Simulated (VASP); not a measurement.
# NbCuP2 (P-6m2) in VASP: further runs, part 2 of 2

VASP 6.6.1.

**3. Single point, PBE**

This run uses another cell than the first one, of 15.22 Å³/atom, 1.055 times its volume.

File INCAR:

```
PREC = Accurate
ENCUT = 520
EDIFF = 1E-6
ISMEAR = 0
SIGMA = 0.1
LREAL = False
LASPH = True
NELM = 80
ALGO = Normal
ISIF = 2
LWAVE = False
LCHARG = True
GGA = PE
LELF = True
LVHAR = True
NBANDS = 25
```

File KPOINTS:

```
regular mesh
0
Gamma
  6 6 4
```

File POSCAR:

```
NbCuP2
1.0
    3.5635332574      0.0000000000      0.0000000000
   -1.7817666287      3.0861103282      0.0000000000
    0.0000000000      0.0000000000      5.5343956840
Nb Cu P
1 1 2
Direct
    0.3333333333      0.6666666667      0.5000000000
    0.3333333333      0.6666666667      0.0000000000
    0.0000000000      0.0000000000      0.7698560198
    0.0000000000      0.0000000000      0.2301439802
```

Potentials or basis: VASP PAW PBE potentials, release 64 (Nb_sv, Cu, P).

Launch:

```console
> cat potpaw_PBE.64/Nb_sv/POTCAR potpaw_PBE.64/Cu/POTCAR potpaw_PBE.64/P/POTCAR > POTCAR
> mpirun -np 1 vasp_std > vasp.out
```

OUTCAR:

```text
PREC = Accurate
   ENCUT = 520
   EDIFF = 1E-6
   ISMEAR = 0
   LREAL = False
   LASPH = True
   NELM = 80
   ISIF = 2
   GGA = PE

 ion  position               nearest neighbor table
   1  0.333  0.667  0.500-   3 2.54   4 2.54   3 2.54   4 2.54   3 2.54   4 2.54   2 2.77   2 2.77

   2  0.333  0.667  0.000-   3 2.42   4 2.42   3 2.42   4 2.42   3 2.42   4 2.42   1 2.77   1 2.77

   3  0.000  0.000  0.770-   2 2.42   2 2.42   2 2.42   1 2.54   1 2.54   1 2.54   4 2.55
   4  0.000  0.000  0.230-   2 2.42   2 2.42   2 2.42   1 2.54   1 2.54   1 2.54   3 2.55

  LATTYP: Found a hexagonal cell.
 ALAT       =     3.5635332574
 C/A-ratio  =     1.5530641316

  Lattice vectors:

 A1 = (   3.5635332574,   0.0000000000,   0.0000000000)
 A2 = (  -1.7817666287,   3.0861103282,   0.0000000000)
 A3 = (   0.0000000000,   0.0000000000,   5.5343956840)

Analysis of symmetry for initial positions (statically):
=====================================================================
 Subroutine PRICEL returns:
 Original cell was already a primitive cell.

 Routine SETGRP: Setting up the symmetry group for a
 hexagonal supercell.

 Subroutine GETGRP returns: Found 12 space group operations
 (whereof 12 operations were pure point group operations)
 out of a pool of 24 trial point group operations.

The static configuration has the point symmetry D_3h.

Analysis of symmetry for dynamics (positions and initial velocities):
=====================================================================
 Subroutine PRICEL returns:
 Original cell was already a primitive cell.

 Routine SETGRP: Setting up the symmetry group for a
 hexagonal supercell.

 Subroutine GETGRP returns: Found 12 space group operations
[... 117 lines left out ...]
   EFERMI =   0.00;   METHOD = LEGACY
   ISMEAR =     0;   SIGMA  =   0.10  broadening in eV -4-tet -1-fermi 0-gaus
   EFERMI_NEDOS =   21; number of points for ismear=-14 and -15
   IALGO  =     38    algorithm
   IMIX   =      4    mixing-type and parameters
     AMIX     =   0.40;   BMIX     =  1.00
     AMIX_MAG =   1.60;   BMIX_MAG =  1.00
  volume/ion in A,a.u.               =      15.22       102.68
  Fermi-wavevector in a.u.,A,eV,Ry     =   1.348281  2.547881 24.733498  1.817861
  Thomas-Fermi vector in A             =   2.475962
   LORBIT       =      0    0 simple, 1 ext, 2 COOP (PROOUT), +10 PAW based schemes
   GGA     = PE    functional components
   LHFCALC =     F    Hartree Fock is set to
   AEXX    =    0.0000 exact exchange contribution
   IVDW    =     0    specifies the selected vdW correction
   LEPSILON=     F    determine dielectric tensor
   LRPA    =     F    only Hartree local field effects (RPA)
 non-spin polarized calculation
 Gauss-broadening in eV      SIGMA  =   0.10
  energy-cutoff  :      520.00
  volume of cell :       60.86
 maximum number of plane-waves:      1677
 NGX is ok and might be reduce to    28
   NGX = 13   NGY = 13   NGZ = 21

 number of electron      34.0000000 magnetization

 Free energy of the ion-electron system (eV)
  ---------------------------------------------------
  ext. energy  EPLUGINS =         0.00000000
  ---------------------------------------------------
  free energy    TOTEN  =       -26.68822723 eV

  energy without entropy =      -26.68641777  energy(sigma->0) =      -26.68732250

 E-fermi :   9.7219     XC(G=0): -11.6645

 val. band max:        9.4586060613   @ k =   0.3333   0.3333   0.2500
 cond. band min:       9.8197175790   @ k =   0.3333   0.1667   0.5000
 fundamental gap:      0.3611115177
 Fermi energy:         9.7219318475

 k-point     1 :       0.0000    0.0000    0.0000
  band No.  band energies     occupation
      1     -45.6294      2.00000
      2     -21.8229      2.00000
      3     -21.6370      2.00000
      4     -21.6370      2.00000
      5      -4.2839      2.00000
      6      -0.4208      2.00000
[... 577 lines left out ...]
     24      17.2123      0.00000
     25      17.9359      0.00000

------------------------ aborting loop because EDIFF is reached ----------------------------------------

  FORCE on cell =-STRESS in cart. coord.  units (eV):
  Direction    XX          YY          ZZ          XY          YZ          ZX
  --------------------------------------------------------------------------------------
  -------------------------------------------------------------------------------------
  Total        0.0993841      0.0993841     -0.1201643      0.0000000      0.0000000     -0.0000000
  in kB        2.6161637      2.6161637     -3.1631787      0.0000000      0.0000000     -0.0000000
  external PRESSURE =       0.6897162 kB  Pullay stress =       0.0000000 kB

 VOLUME and BASIS-vectors are now :
 -----------------------------------------------------------------------------
  energy-cutoff  :      520.00
  volume of cell :       60.86
      direct lattice vectors                 reciprocal lattice vectors
     3.563533257  0.000000000  0.000000000     0.280620364  0.162016243  0.000000000
    -1.781766629  3.086110328  0.000000000     0.000000000  0.324032485  0.000000000
     0.000000000  0.000000000  5.534395684     0.000000000  0.000000000  0.180688201

 POSITION                                       TOTAL-FORCE (eV/Angst)
 -----------------------------------------------------------------------------------
     -0.00000      2.05741      2.76720        -0.000000      0.000000      0.000000
     -0.00000      2.05741      0.00000         0.000000      0.000000      0.000000
      0.00000      0.00000      4.26069        -0.000000     -0.000000     -0.018525
      0.00000      0.00000      1.27371        -0.000000     -0.000000      0.018525
 -----------------------------------------------------------------------------------
    total drift:                               -0.000002      0.000001     -0.000000

  FREE ENERGIE OF THE ION-ELECTRON SYSTEM (eV)
  ---------------------------------------------------
  free  energy   TOTEN  =       -26.6882272268 eV

  energy  without entropy=      -26.6864177712  energy(sigma->0) =      -26.68732250
```

OSZICAR:

```text
N       E                     dE             d eps       ncg     rms          rms(c)
DAV:   1     0.312272211478E+03    0.31227E+03   -0.16300E+04  1050   0.161E+03
DAV:   2     0.511608604262E+01   -0.30716E+03   -0.29345E+03  1053   0.449E+02
DAV:   3    -0.281113617088E+02   -0.33227E+02   -0.31613E+02  1787   0.137E+02
DAV:   4    -0.297939662471E+02   -0.16826E+01   -0.16544E+01  1556   0.264E+01
DAV:   5    -0.298803986854E+02   -0.86432E-01   -0.86295E-01  1780   0.548E+00    0.175E+01
DAV:   6    -0.325652022587E+02   -0.26848E+01   -0.58585E+01  1290   0.203E+02    0.146E+01
DAV:   7    -0.268895081589E+02    0.56757E+01   -0.16211E+01  1354   0.987E+01    0.578E+00
DAV:   8    -0.266738477267E+02    0.21566E+00   -0.30231E+00  1641   0.380E+01    0.261E+00
DAV:   9    -0.266896286768E+02   -0.15781E-01   -0.41186E-01  1665   0.559E+00    0.649E-01
DAV:  10    -0.266880382475E+02    0.15904E-02   -0.17994E-02  1659   0.352E+00    0.331E-01
DAV:  11    -0.266892460964E+02   -0.12078E-02   -0.12886E-02  1607   0.297E+00    0.251E-01
DAV:  12    -0.266882407956E+02    0.10053E-02   -0.40862E-03  1472   0.218E+00    0.556E-02
DAV:  13    -0.266882614176E+02   -0.20622E-04   -0.59840E-04  1611   0.793E-01    0.617E-02
DAV:  14    -0.266882284597E+02    0.32958E-04   -0.32051E-04  1520   0.519E-01    0.153E-02
DAV:  15    -0.266882280875E+02    0.37223E-06   -0.39553E-05  1690   0.942E-02    0.103E-02
DAV:  16    -0.266882272268E+02    0.86072E-06   -0.39974E-06  1287   0.635E-02
   1 F= -.26688227E+02 E0= -.26687322E+02  d E =-.180946E-02
```

stdout:

```text
POSCAR found type information on POSCAR NbCuP
 POSCAR found :  3 types and       4 ions
 scaLAPACK will be used
 LDA part: xc-table for (Slater+PW92), standard interpolation
 POSCAR, INCAR and KPOINTS ok, starting setup
 FFT: planning ... GRIDC
 FFT: planning ... GRID_SOFT
 FFT: planning ... GRID
 WAVECAR not read
 entering main loop
```

Run time: 50 s. Hardware: 1 thread of Oxide Virtual Turin-like, shared host; peak memory 0.16 GiB.

Results:

```
Free energy            : -26.6882 eV
Pressure               : 0.1 GPa
Largest force          : 0.019 eV/Å
Band gap on the k mesh : zero (band 17 reaches 10.14 eV, above the bottom of band 18 at 9.82 eV)
```

Forces on the atoms (eV/Å):
```
Nb   0.000  0.000  0.000
Cu   0.000  0.000  0.000
P    0.000  0.000 -0.019
P    0.000  0.000  0.019
```

Stress tensor (GPa, compression positive):
```
 0.26  0.00  0.00
 0.00  0.26  0.00
 0.00  0.00 -0.32
```

**4. Relaxation of cell and atoms, PBE**

File INCAR:

```
SYSTEM = NbCuP2
ALGO = Normal ; EDIFF = 1E-7
EDIFFG = -0.04 ; ENCUT = 600
GGA = PE ; IBRION = 2
ISIF = 3 ; ISMEAR = 0
LASPH = .TRUE. ; LCHARG = .FALSE.
LREAL = .FALSE. ; LWAVE = .FALSE.
NELM = 60 ; NSW = 90
PREC = Accurate ; SIGMA = 0.1
```

File KPOINTS:

```
k-points
0
G
  6 6 4
  0 0 0
```

File POSCAR:

```
NbCuP2
1.0
    3.2578213600      0.0000000000      0.0000000000
   -1.6289106800      2.8213560600      0.0000000000
    0.0000000000      0.0000000000      6.2751607200
Nb Cu P
1 1 2
Direct
    0.3333333300      0.6666666700      0.5000000000
    0.3333333300      0.6666666700      0.0000000000
    0.0000000000      0.0000000000      0.7624436100
    0.0000000000      0.0000000000      0.2375563900
```

Launch:

```console
> cat potpaw_PBE.64/Nb_sv/POTCAR potpaw_PBE.64/Cu/POTCAR potpaw_PBE.64/P/POTCAR > POTCAR
> mpirun -np 1 vasp_std > vasp.out
```

Wall time 6.9 min (1 thread of Oxide Virtual Turin-like, shared host); peak memory 0.19 GiB.

It converged, with:

| Item | Value |
| --- | --- |
| Free energy | -26.6872 eV |
| Relaxed volume | 15.26 Å³/atom |
| Relaxed cell | a = 3.575 Å, b = 3.575 Å, c = 5.516 Å, α = 90.00°, β = 90.00°, γ = 120.00° |
| Space group after relaxing (to 0.05 Å) | P-6m2 (No. 187) |
| Energy gained by relaxing | 197.8 meV/atom |
| Ionic steps | 9 |
| Pressure after relaxing | -0.1 GPa |
| Band gap on the k mesh | zero (band 17 reaches 10.12 eV, above the bottom of band 18 at 9.77 eV) |

Stress tensor (GPa, compression positive):
```
-0.29  0.00  0.00
 0.00 -0.29  0.00
 0.00  0.00  0.16
```

The path:
| step | energy change (eV) | largest force (eV/Å) | pressure (GPa) | volume (Å³) |
| --- | --- | --- | --- | --- |
| 1 | 0.0000 | 0.2107 | 8.14 | 57.68 |
| 2 | -0.5164 | 0.0979 | -5.99 | 63.78 |
| 3 | -0.5286 | 0.1123 | -7.57 | 64.75 |
| 4 | -0.7217 | 0.9056 | 2.64 | 60.87 |
| 5 | -0.7500 | 0.6571 | -0.49 | 61.82 |
| 6 | -0.7817 | 0.3535 | 0.09 | 61.22 |
| 7 | -0.7899 | 0.0693 | 0.79 | 60.74 |
| 8 | -0.7893 | 0.0836 | -1.22 | 61.44 |
| 9 | -0.7912 | 0.0015 | -0.14 | 61.05 |

Final structure:
```
Nb Cu P
1.0
     3.57491    0.00000    0.00000
    -1.78745    3.09596    0.00000
     0.00000    0.00000    5.51642
Nb Cu P
1 1 2
Direct
  0.33333 0.66667 0.50000
  0.33333 0.66667 0.00000
  0.00000 0.00000 0.76969
  0.00000 0.00000 0.23031
```

Levels at points of the mesh, in eV from the Fermi level:
```tsv
k point	band 13	band 14	band 15	band 16	band 17	band 18	band 19	band 20	band 21
(0.00, 0.00, 0.00)	-2.45	-2.45	-0.99	-0.99	0.44	1.73	1.73	2.52	2.62
(0.50, 0.00, 0.00)	-3.41	-3.06	-2.50	-1.72	-1.48	1.48	1.74	2.05	2.88
(0.00, 0.00, 0.50)	-2.60	-2.60	-2.25	-1.85	-1.85	2.08	2.08	2.38	3.73
(0.50, 0.00, 0.50)	-3.60	-3.25	-2.99	-2.17	-0.44	0.70	1.76	2.03	2.15
```

Caveat: the k points lie up to 0.34 Å⁻¹ apart in the final cell.

**5. The runs side by side**

```csv
task,cell,cutoff (eV),gap on the mesh (eV),pressure (GPa),largest force (eV/Å)
single point,"a = 3.258, b = 3.258, c = 6.275 Å, angles 90.0, 90.0, 120.0°, 4 atoms",520,none,8.1,0.21
single point,"a = 3.564, b = 3.564, c = 5.534 Å, angles 90.0, 90.0, 120.0°, 4 atoms",520,none,0.1,0.02
relaxation of cell and atoms,"relaxed from a = 3.258, b = 3.258, c = 6.275 Å, angles 90.0, 90.0, 120.0°, 4 atoms",600,none,-0.1,-
```

Alike in all rows: level PBE; potentials or basis VASP PAW PBE potentials, release 64 (Nb_sv, Cu, P); no spin polarisation; k mesh 6 × 6 × 4; smearing gaussian 0.1 eV.

Caveats: some runs use coarse meshes.

Total energies depend on the potentials used, so only differences within one code and one set of settings carry meaning.
